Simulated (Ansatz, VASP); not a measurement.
## Sc2As3Se3 in VASP and in Ansatz

```xyz
8
Lattice="2.6196 1.5124 7.7878 -2.6196 1.5124 7.7878 0.0000 -3.0249 7.7878" Properties=species:S:1:pos:R:3 pbc="T T T"
Sc    0.0000    0.0000    5.4372
Sc    0.0000    0.0000   17.9262
As    0.0000    0.0000   11.6817
As    0.0000    0.0000    2.7977
As    0.0000    0.0000   20.5657
Se    0.0000    1.5124    7.7878
Se   -1.3098   -0.7562    7.7878
Se    1.3098   -0.7562    7.7878
```

Change from the starting cell: species swapped into the K3Sb2Au3 type (R-3m, No. 166).

Alike in both runs: functional PBE; k mesh 3 × 3 × 3; occupations gaussian, width 0.2 eV; no spin polarisation.

Ansatz relaxed the structure, and its values are those at the end. VASP's run is a single point on that final structure, the one shown.

|  | VASP | Ansatz |
| --- | --- | --- |
| version | VASP 6.6.1 | Ansatz 0.2.0 |
| potentials or method | VASP PAW PBE potentials, release 64 (Sc_sv, As, Se), cutoff 520 eV | scalar-relativistic, plane waves, PAW |
| valence electrons in the cell | 55 | 115 |

VASP gave:

| Property | Result |
| --- | --- |
| gap on the k mesh at the Fermi level (eV) | none |
| pressure (GPa) | 0.3 |
| rms of the force components (eV/Å) | 0.007 |

Question: Estimate Ansatz's values.

Answer: gap on the k mesh at the Fermi level (eV): none; pressure (GPa): 0.2; rms of the force components (eV/Å): 0.005.

A gap of «none» marks a metal or a gap that the smearing closes. VASP's potentials hold 55 valence electrons a cell and Ansatz's 115, so a difference there can come from the potentials and not from the codes.

The k mesh is coarse, so the values compare programs but aren't converged.
